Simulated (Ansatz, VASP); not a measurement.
# One calculation of MgAlInC6N6, two programs

```
CELL_PARAMETERS angstrom
0.00000 5.13350 5.13350
5.13350 0.00000 5.13350
5.13350 5.13350 0.00000
ATOMIC_POSITIONS crystal
Mg 0.75000 0.75000 0.75000
Al 0.50000 0.50000 0.50000
In 0.00000 0.00000 0.00000
C 0.80510 0.19490 0.19490
C 0.19490 0.19490 0.80510
C 0.80510 0.19490 0.80510
C 0.19490 0.80510 0.80510
C 0.80510 0.80510 0.19490
C 0.19490 0.80510 0.19490
N 0.69115 0.30885 0.30885
N 0.30885 0.30885 0.69115
N 0.69115 0.30885 0.69115
N 0.30885 0.69115 0.69115
N 0.69115 0.69115 0.30885
N 0.30885 0.69115 0.30885
```

Alike in both runs: task single point; functional PBE; k mesh 4 × 4 × 4; occupations gaussian, width 0.1 eV; no spin polarisation.

|  | VASP | Ansatz |
| --- | --- | --- |
| version | VASP 6.6.1 | Ansatz 0.2.0 |
| potentials or method | VASP PAW PBE potentials, release 64 (Mg, Al, In_d, C, N), cutoff 520 eV | scalar-relativistic, plane waves, PAW |
| valence electrons in the cell | 72 | 80 |

```tsv
	VASP	Ansatz	Ansatz less VASP
gap on the k mesh at the Fermi level (eV)	0.76	0.76	-0.005
least direct gap on the mesh (eV)	0.97	0.97	-0.005
pressure (GPa)	14.6	14.3	-0.33
rms of the force components (eV/Å)	2.173	2.324	+0.1509
```

Atom by atom the forces differ by 0.201 eV/Å (rms over components). VASP's potentials hold 72 valence electrons a cell and Ansatz's 80, so a difference there can come from the potentials and not from the codes.

Noted on VASP's run: the standard files for N, O and F lose accuracy on very short bonds.
